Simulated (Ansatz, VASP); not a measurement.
KI: VASP beside Ansatz

```
K I
1.0
     0.00000    3.24259    3.24259
     3.24259    0.00000    3.24259
     3.24259    3.24259    0.00000
K I
1 1
Direct
  0.00000 0.00000 0.00000
  0.50000 0.50000 0.50000
```

Change from the starting cell: strain -0.080 along x and y, -0.080 along z, atoms carried along.

Alike in both runs: task single point; functional PBEsol; k mesh 6 × 6 × 6; occupations gaussian, width 0.05 eV; no spin polarisation.

|  | VASP | Ansatz |
| --- | --- | --- |
| version | VASP 6.6.1 | Ansatz 0.2.0 |
| potentials or method | VASP PAW PBE potentials, release 64 (K_sv, I), cutoff 520 eV | scalar-relativistic, plane waves, PAW |
| valence electrons in the cell | 16 | 26 |

VASP gave:

| Property | Result |
| --- | --- |
| gap on the k mesh at the Fermi level (eV) | 4.20 |
| least direct gap on the mesh (eV) | 4.48 |
| pressure (GPa) | 5.1 |

Question: Which values does Ansatz return?

Answer: gap on the k mesh at the Fermi level (eV): 4.22; least direct gap on the mesh (eV): 4.49; pressure (GPa): 5.0.

VASP's potentials were made for PBE, not for PBEsol. VASP's potentials hold 16 valence electrons a cell and Ansatz's 26, so a difference there can come from the potentials and not from the codes.

Neither program's run includes spin-orbit coupling.
